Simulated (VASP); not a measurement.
A run of VASP 6.6.1 is set up as follows.

File INCAR:

```
SYSTEM = BN
  PREC = Accurate
  ENCUT = 600
  EDIFF = 1E-6
  ISMEAR = 0
  SIGMA = 0.01
  LREAL = .False.
  LASPH = .True.
  NELM = 120
  ALGO = Normal
  ISIF = 2
  LWAVE = .False.
  LCHARG = .True.
  GGA = B5
  ALDAX = 1.0
  AGGAX = 1.0
  AGGAC = 1.0
  ALDAC = 0.0
  LELF = .True.
  LVHAR = .True.
  NBANDS = 16
  GGA_COMPAT = .False.
```

Contents of KPOINTS:

```
regular mesh
0
Gamma
  12 12 4
  0 0 0
```

POSCAR

```
BN
1.0
    2.4982400000      0.0000000000      0.0000000000
   -1.2491200000      2.1635390000      0.0000000000
    0.0000000000      0.0000000000      6.6357000000
B N
2 2
Direct
    0.3333333333      0.6666666667      0.2500000000
    0.6666666667      0.3333333333      0.7500000000
    0.3333333333      0.6666666667      0.7500000000
    0.6666666667      0.3333333333      0.2500000000
```

Potentials or basis: VASP PAW PBE potentials, release 64 (B, N).

Launch:

```sh
$ cat potpaw_PBE.64/B/POTCAR potpaw_PBE.64/N/POTCAR > POTCAR
$ mpirun -np 1 vasp_std > vasp.out
```

Question: Predict the pressure.

Answer: 6.8 GPa.

Question: Predict the band gap on the k mesh.

Answer: 4.36 eV, indirect (least direct gap 4.72 eV).

Stress tensor (GPa, compression positive):
```
7.97 0.00 0.00
0.00 7.97 0.00
0.00 0.00 4.47
```

Caveat: the PAW data sets were made with another functional, which shifts forces and pressure a little; this functional lacks dispersion, which binds the layers, so the pressure and a relaxed spacing across them are unreliable. A k mesh can miss the band edges.
